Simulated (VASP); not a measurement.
# Hf in VASP: single point with revPBE+D3(BJ)

Aim: the single point of Hf with revPBE+D3(BJ).

Everything below comes from runs of VASP 6.6.1. Logs are shortened: lines on timing, memory, paths and dates and some standing lists are left out, and cuts for length are marked.

### Step 1. The cell of the first run

The cell holds a slab with vacuum, 3 atoms: a = 3.096 Å, b = 3.096 Å, c = 21.900 Å, α = 90.00°, β = 90.00°, γ = 120.00°.

### Step 2. Single point, revPBE+D3(BJ)

Contents of INCAR:

```
SYSTEM = Hf
PREC = Accurate
ENCUT = 400
EDIFF = 1E-6
ISMEAR = 1
SIGMA = 0.1
LREAL = .False.
LASPH = .True.
NELM = 120
ALGO = Normal
ISIF = 2
LWAVE = .False.
LCHARG = .False.
LDIPOL = .True.
IDIPOL = 3
DIPOL = 0.5 0.5 0.433
GGA = RE
IVDW = 12
NBANDS = 22
GGA_COMPAT = .False.
NELMDL = -8
```

Contents of KPOINTS:

```
regular mesh
0
Gamma
  12 12 1
  0 0 0
```

Contents of POSCAR:

```
Hf
1.0
    3.0962194875      0.0000000000      0.0000000000
   -1.5481097438      2.6814047318      0.0000000000
    0.0000000000      0.0000000000     21.8999602618
Hf
3
Direct
    0.6666666667      0.3333333333      0.3196352832
    0.3333333333      0.6666666667      0.4303104649
    0.6666666667      0.3333333333      0.5488296584
```

Potentials or basis: VASP PAW PBE potentials, release 64 (Hf_pv).

The run is started by

```console
> cat potpaw_PBE.64/Hf_pv/POTCAR > POTCAR
> mpirun -np 1 vasp_std > vasp.out
```

OUTCAR:

```text
SYSTEM = Hf
   PREC = Accurate
   ENCUT = 400
   EDIFF = 1E-6
   ISMEAR = 1
   LREAL = .False.
   LASPH = .True.
   NELM = 120
   ISIF = 2
   GGA = RE
   IVDW = 12
   NELMDL = -8
 IVDW          = 12

 ion  position               nearest neighbor table
   1  0.667  0.333  0.320-   2 3.01   2 3.01   2 3.01
   2  0.333  0.667  0.430-   1 3.01   1 3.01   1 3.01   3 3.15   3 3.15   3 3.15
   3  0.667  0.333  0.549-   2 3.15   2 3.15   2 3.15

  LATTYP: Found a hexagonal cell.
 ALAT       =     3.0962194875
 C/A-ratio  =     7.0731291338

  Lattice vectors:

 A1 = (   3.0962194875,   0.0000000000,   0.0000000000)
 A2 = (  -1.5481097438,   2.6814047318,   0.0000000000)
 A3 = (   0.0000000000,   0.0000000000,  21.8999602618)

Analysis of symmetry for initial positions (statically):
=====================================================================
 Subroutine PRICEL returns:
 Original cell was already a primitive cell.

 Routine SETGRP: Setting up the symmetry group for a
 hexagonal supercell.

 Subroutine GETGRP returns: Found  6 space group operations
 (whereof  6 operations were pure point group operations)
 out of a pool of 24 trial point group operations.

The static configuration has the point symmetry C_3v.

Analysis of symmetry for dynamics (positions and initial velocities):
=====================================================================
 Subroutine PRICEL returns:
 Original cell was already a primitive cell.

 Routine SETGRP: Setting up the symmetry group for a
 hexagonal supercell.

 Subroutine GETGRP returns: Found  6 space group operations
 (whereof  6 operations were pure point group operations)
 out of a pool of 24 trial point group operations.

The dynamic configuration has the point symmetry C_3v.

 Subroutine INISYM returns: Found  6 space group operations
 (whereof  6 operations are pure point group operations),
 and found     1 'primitive' translations

----------------------------------------------------------------------------------------

                                     Primitive cell

  volume of cell :     181.8182

  direct lattice vectors                    reciprocal lattice vectors
     3.096219487  0.000000000  0.000000000     0.322974519  0.186469426  0.000000000
    -1.548109744  2.681404732  0.000000000     0.000000000  0.372938851  0.000000000
     0.000000000  0.000000000 21.899960262     0.000000000  0.000000000  0.045662183

  length of vectors
     3.096219487  3.096219487 21.899960262     0.372938851  0.372938851  0.045662183

  position of ions in fractional coordinates (direct lattice)
     0.666666667  0.333333333  0.319635283
     0.333333333  0.666666667  0.430310465
     0.666666667  0.333333333  0.548829658

  ion indices of the primitive-cell ions
   primitive index   ion index
                 1           1
                 2           2
                 3           3

----------------------------------------------------------------------------------------

 KPOINTS: regular mesh

Automatic generation of k-mesh.
 Grid dimensions read from file:
 generate k-points for:   12   12    1

 Generating k-lattice:

  Cartesian coordinates                     Fractional coordinates (reciprocal lattice)
     0.026914543  0.015539119  0.000000000     0.083333333  0.000000000  0.000000000
     0.000000000  0.031078238  0.000000000     0.000000000  0.083333333  0.000000000
     0.000000000  0.000000000  0.045662183     0.000000000  0.000000000  1.000000000

  Length of vectors
     0.031078238  0.031078238  0.045662183

  Shift w.r.t. Gamma in fractional coordinates (k-lattice)
     0.000000000  0.000000000  0.000000000

 Subroutine IBZKPT returns following result:
 ===========================================

 Found     19 irreducible k-points:

 Following reciprocal coordinates:
            Coordinates               Weight
  0.000000  0.000000  0.000000      1.000000
  0.083333  0.000000  0.000000      6.000000
  0.166667  0.000000  0.000000      6.000000
  0.250000  0.000000  0.000000      6.000000
  0.333333  0.000000  0.000000      6.000000
  0.416667  0.000000  0.000000      6.000000
[... 11 lines left out ...]
  0.333333  0.250000  0.000000     12.000000
  0.333333  0.333333  0.000000      2.000000
   k-points           NKPTS =     19   k-points in BZ     NKDIM =     19   number of bands    NBANDS=     22
   number of dos      NEDOS =    301   number of ions     NIONS =      3
   total plane-waves  NPLWV =  57600
   dimension x,y,z NGX =    20 NGY =   20 NGZ =  144
   dimension x,y,z NGXF=    40 NGYF=   40 NGZF=  288
   ions per type =               3
   NGX,Y,Z   is equivalent  to a cutoff of  10.74, 10.74, 10.93 a.u.
   NGXF,Y,Z  is equivalent  to a cutoff of  21.48, 21.48, 21.86 a.u.
 SYSTEM =  Hf
   PREC   = accura    normal or accurate (medium, high low for compatibility)
   ISTART =      0    job   : 0-new  1-cont  2-samecut
   ICHARG =      2    charge: 1-file 2-atom 10-const
   ISPIN  =      1    spin polarized calculation?
   LNONCOLLINEAR =      F non collinear calculations
   LSORBIT =      F    spin-orbit coupling
   LASPH  =      T    aspherical Exc in radial PAW
   ENCUT  =  400.0 eV  29.40 Ry    5.42 a.u.   5.05  5.05 35.71*2*pi/ulx,y,z
   NELM   =    120;   NELMIN=  2; NELMDL= -8     # of ELM steps
   EDIFF  = 0.1E-05   stopping-criterion for ELM
   LREAL  =      F    real-space projection
   EDIFFG = 0.1E-04   stopping-criterion for IOM
   NSW    =      0    number of steps for IOM
   IBRION =     -1    ionic relax: 0-MD 1-quasi-New 2-CG
   NFREE  =      0    steps in history (QN), initial steepest desc. (CG)
   ISIF   =      2    stress and relaxation
   ISYM   =      2    0-nonsym 1-usesym 2-fastsym
   POTIM  = 0.5000    time-step for ionic-motion
   TEBEG  =    0.0;   TEEND  =   0.0 temperature during run
   PSTRESS=    0.0 pullay stress
   NELECT =      30.0000    total number of electrons
   NUPDOWN=      -1.0000    fix difference up-down
   EMIN   =  10.00;   EMAX   =-10.00  energy-range for DOS
   EFERMI =   0.00;   METHOD = LEGACY
   ISMEAR =     1;   SIGMA  =   0.10  broadening in eV -4-tet -1-fermi 0-gaus
   EFERMI_NEDOS =   21; number of points for ismear=-14 and -15
   IALGO  =     38    algorithm
   IMIX   =      4    mixing-type and parameters
     AMIX     =   0.40;   BMIX     =  1.00
     AMIX_MAG =   1.60;   BMIX_MAG =  1.00
  volume/ion in A,a.u.               =      60.61       408.99
  Fermi-wavevector in a.u.,A,eV,Ry     =   0.897917  1.696817 10.969760  0.806255
  Thomas-Fermi vector in A             =   2.020561
   LORBIT       =      0    0 simple, 1 ext, 2 COOP (PROOUT), +10 PAW based schemes
   GGA     = RE    functional components
   LHFCALC =     F    Hartree Fock is set to
   AEXX    =    0.0000 exact exchange contribution
   IVDW    =    12    specifies the selected vdW correction
   LEPSILON=     F    determine dielectric tensor
   LRPA    =     F    only Hartree local field effects (RPA)
 non-spin polarized calculation
 Methfessel and Paxton  Order N= 1 SIGMA  =   0.10
  energy-cutoff  :      400.00
  volume of cell :      181.82
 maximum number of plane-waves:      3333
   NGX = 11   NGY = 11   NGZ = 71

 dipolmoment           0.000000      0.000000      0.001874 electrons x Angstroem

 number of electron      30.0000001 magnetization

 dipolmoment           0.000000      0.000000     -0.008039 electrons x Angstroem

 Free energy of the ion-electron system (eV)
  ---------------------------------------------------
  ext. energy  EPLUGINS =         0.00000000
  ---------------------------------------------------
  free energy    TOTEN  =       -26.83941164 eV

  energy without entropy =      -26.83746677  energy(sigma->0) =      -26.83876335

 E-fermi :  -0.7805     XC(G=0):  -4.9711

 val. band max:       -0.7816035960   @ k =   0.5000   0.0000   0.0000
 cond. band min:      -0.7431523503   @ k =   0.3333   0.3333   0.0000
 fundamental gap:      0.0384512457
 Fermi energy:        -0.7804958143

 k-point     1 :       0.0000    0.0000    0.0000
  band No.  band energies     occupation
      1     -31.6529      2.00000
      2     -31.4822      2.00000
      3     -30.9863      2.00000
      4     -30.9863      2.00000
      5     -30.9207      2.00000
      6     -30.9207      2.00000
[... 14 lines left out ...]
     21       1.1694     -0.00000
     22       1.1694     -0.00000

 k-point     2 :       0.0833    0.0000    0.0000
  band No.  band energies     occupation
      1     -31.6382      2.00000
      2     -31.4776      2.00000
      3     -31.0410      2.00000
      4     -30.9985      2.00000
      5     -30.9817      2.00000
      6     -30.9334      2.00000
[... 14 lines left out ...]
     21       1.0377     -0.00000
     22       1.3636      0.00000

 k-point     3 :       0.1667    0.0000    0.0000
  band No.  band energies     occupation
      1     -31.5981      2.00000
      2     -31.4674      2.00000
      3     -31.1854      2.00000
      4     -31.1321      2.00000
      5     -31.0316      2.00000
      6     -30.9679      2.00000
[... 14 lines left out ...]
     21       1.4568      0.00000
     22       1.9224      0.00000
[... 351 lines left out ...]
 k-point    18 :       0.3333    0.2500    0.0000
  band No.  band energies     occupation
      1     -31.6173      2.00000
      2     -31.5719      2.00000
      3     -31.4702      2.00000
      4     -31.3957      2.00000
      5     -31.3679      2.00000
      6     -31.3469      2.00000
[... 14 lines left out ...]
     21       3.0900      0.00000
     22       3.3541      0.00000

 k-point    19 :       0.3333    0.3333    0.0000
  band No.  band energies     occupation
      1     -31.5425      2.00000
      2     -31.5176      2.00000
      3     -31.4771      2.00000
      4     -31.4637      2.00000
      5     -31.4603      2.00000
      6     -31.3536      2.00000
[... 14 lines left out ...]
     21       3.1566      0.00000
     22       3.5343      0.00000

------------------------ aborting loop because EDIFF is reached ----------------------------------------

 vacuum level on the upper side and lower side of the slab       (xc-potential included)        -0.441         0.082

 Edisp (eV)   -1.63724

 E8    (eV) :    -1.2750

  FORCE on cell =-STRESS in cart. coord.  units (eV):
  Direction    XX          YY          ZZ          XY          YZ          ZX
  --------------------------------------------------------------------------------------
  -------------------------------------------------------------------------------------
  Total      -0.08622    -0.08622    -0.31252     0.00000     0.00000    -0.00000
  in kB      -0.75979    -0.75979    -2.75389     0.00000     0.00000    -0.00000
  external pressure =       -1.42 kB  Pullay stress =        0.00 kB

 VOLUME and BASIS-vectors are now :
 -----------------------------------------------------------------------------
  energy-cutoff  :      400.00
  volume of cell :      181.82
      direct lattice vectors                 reciprocal lattice vectors
     3.096219487  0.000000000  0.000000000     0.322974519  0.186469426  0.000000000
    -1.548109744  2.681404732  0.000000000     0.000000000  0.372938851  0.000000000
     0.000000000  0.000000000 21.899960262     0.000000000  0.000000000  0.045662183

 POSITION                                       TOTAL-FORCE (eV/Angst)
 -----------------------------------------------------------------------------------
      1.54811      0.89380      7.00000         0.000000     -0.000000     -0.201439
     -0.00000      1.78760      9.42378         0.000000     -0.000000      0.491040
      1.54811      0.89380     12.01935        -0.000000      0.000000     -0.289601
 -----------------------------------------------------------------------------------
    total drift:                                0.000000     -0.000000     -0.000869

  FREE ENERGIE OF THE ION-ELECTRON SYSTEM (eV)
  ---------------------------------------------------
  free  energy   TOTEN  =       -28.4766496670 eV

  energy  without entropy=      -28.4747048007  energy(sigma->0) =      -28.47600138

 vacuum level on the upper side and lower side of the slab         2.948         3.271
```

Run time: 80 s. Hardware: 1 thread of Intel Xeon Platinum 8375C at 2.90GHz (Ice Lake), shared host; peak memory 0.24 GiB.

Results:

```
Free energy                : -28.4766 eV
Largest force              : 0.491 eV/Å
Band gap on the k mesh     : zero (band 15 reaches -0.26 eV, above the bottom of band 16 at -1.12 eV)
Dispersion energy per atom : -0.546 eV
```

Forces on the atoms (eV/Å):
```
Hf   0.000  0.000 -0.201
Hf   0.000  0.000  0.491
Hf   0.000  0.000 -0.290
```

Levels at points of the mesh, in eV from the Fermi level:
```tsv
k point	band 11	band 12	band 13	band 14	band 15	band 16	band 17	band 18	band 19	band 20
(0.00, 0.00, 0.00)	-5.36	-4.09	-0.12	-0.01	0.52	1.20	1.40	1.40	1.50	1.50
(0.50, 0.00, 0.00)	-3.07	-2.68	-1.59	-1.12	0.00	0.98	1.55	1.75	1.79	3.29
```

Caveat: the PAW data sets were made with another functional, which shifts forces and pressure a little; spin-orbit coupling is left out, which moves the levels of the heavy elements.
